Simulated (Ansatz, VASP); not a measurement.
## Two plane-wave programs on PbF2

```
Pb F
1.0
     0.00000    2.96366    2.96366
     2.96366    0.00000    2.96366
     2.96366    2.96366    0.00000
Pb F
1 2
Direct
  0.00000 0.00000 0.00000
  0.75000 0.75000 0.75000
  0.25000 0.25000 0.25000
```

Alike in both runs: functional r2SCANh; k mesh 4 × 4 × 4; occupations fermi-dirac, width 0.05 eV; no spin polarisation.

|  | VASP | Ansatz |
| --- | --- | --- |
| version | VASP 6.6.1 | Ansatz 0.2.0 |
| potentials or method | VASP PAW PBE potentials, release 64 (Pb_d, F) | Ansatz PAW |
| plane-wave cutoff (eV) | 580 | 500 |
| valence electrons in the cell | 28 | 28 |
| task | single point | band structure |

VASP gave:

- gap on the k mesh at the Fermi level (eV): 5.69
- least direct gap on the mesh (eV): 5.83
- pressure (GPa): -0.7

Which values does Ansatz return?

gap on the k mesh at the Fermi level (eV): 5.68; least direct gap on the mesh (eV): 5.82; pressure (GPa): -0.5.

VASP's potentials were made for PBE, not for r2SCANh.

The k mesh is coarse, so the values compare programs but aren't converged. Spin-orbit coupling is off throughout.
